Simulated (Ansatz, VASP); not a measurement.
Li: VASP beside Ansatz

```
CELL_PARAMETERS angstrom
-1.74836 1.74836 1.65831
1.74836 -1.74836 1.65831
1.74836 1.74836 -1.65831
ATOMIC_POSITIONS crystal
Li 0.00000 0.00000 0.00000
```

Alike in both runs: task relaxation of cell and atoms; functional PBEsol; k mesh 18 × 18 × 18; occupations gaussian, width 0.1 eV; no spin polarisation.

|  | VASP | Ansatz |
| --- | --- | --- |
| version | VASP 6.6.1 | Ansatz 0.2.0 |
| potentials or method | VASP PAW PBE potentials, release 64 (Li_sv), cutoff 600 eV | scalar-relativistic, plane waves, PAW |
| valence electrons in the cell | 3 | 3 |

|  | VASP | Ansatz | Ansatz less VASP |
| --- | --- | --- | --- |
| gap on the k mesh at the Fermi level, each at its own relaxed structure (eV) | none | none | - |
| relaxed volume (Å³/atom) | 20.06 | 20.28 | +0.217 |
| relaxed length of the cell vector where the two differ most in proportion (Å) | 2.966 | 2.977 | +0.0109 |

VASP's potentials were made for PBE, not for PBEsol. A gap of «none» marks a metal or a gap that the smearing closes.

Noted on VASP's run: the cutoff is under 1.25 times that of the potentials, so the pressure is a little rough.
